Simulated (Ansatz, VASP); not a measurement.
## Two plane-wave programs on Re

The input INCAR:

```
PREC = Accurate ; ENCUT = 520
EDIFF = 1E-6 ; ISMEAR = 0
SIGMA = 0.15 ; LREAL = F
LASPH = T ; NELM = 60
ALGO = Normal ; ISIF = 2
LWAVE = F ; LCHARG = T
LELF = T ; LVHAR = T
NBANDS = 10
```

The input KPOINTS:

```
regular mesh
0
Gamma
  22 22 22
```

POSCAR

```
Re
1.0
    0.0000000000      2.1455348132      1.6735171543
    2.1455348132      0.0000000000      1.6735171543
    2.1455348132      2.1455348132      0.0000000000
Re
1
Direct
    0.0000000000      0.0000000000      0.0000000000
```

Input for Ansatz:

```yaml
crystal:
  lattice:
    - [0.0, 2.1455348132, 1.6735171543]
    - [2.1455348132, 0.0, 1.6735171543]
    - [2.1455348132, 2.1455348132, 0.0]
  atoms:
    - { symbol: Re, position: [0.0, 0.0, 0.0] }
basis:
  ecutwfc: 420
kpoints:
  mp_grid: { grid: [22, 22, 22] }
hamiltonian:
  xc: lda
scf:
  occupations: { method: gaussian, width: 0.15 }
output:
  forces: true
  stress: true
  eigenvalues: true
```

Alike in both runs: task single point; functional LDA; k mesh 22 × 22 × 22; occupations gaussian, width 0.15 eV; no spin polarisation.

|  | VASP | Ansatz |
| --- | --- | --- |
| version | VASP 6.6.1 | Ansatz 0.2.0 |
| potentials or method | VASP PAW LDA potentials, release 64 (Re), cutoff 520 eV | scalar-relativistic, plane waves, PAW |
| valence electrons in the cell | 7 | 15 |

```csv
,VASP,Ansatz,Ansatz less VASP
gap on the k mesh at the Fermi level (eV),none,none,-
pressure (GPa),-20.5,-21.2,-0.77
"traceless stress, the component that is largest in VASP (GPa)",6.44,6.00,-0.435
```

LDA's correlation is that of Perdew and Zunger in VASP and of Perdew and Wang (1992) in Ansatz. A gap of «none» marks a metal or a gap that the smearing closes. VASP's potentials hold 7 valence electrons a cell and Ansatz's 15, so a difference there can come from the potentials and not from the codes.

Spin-orbit coupling is off throughout.
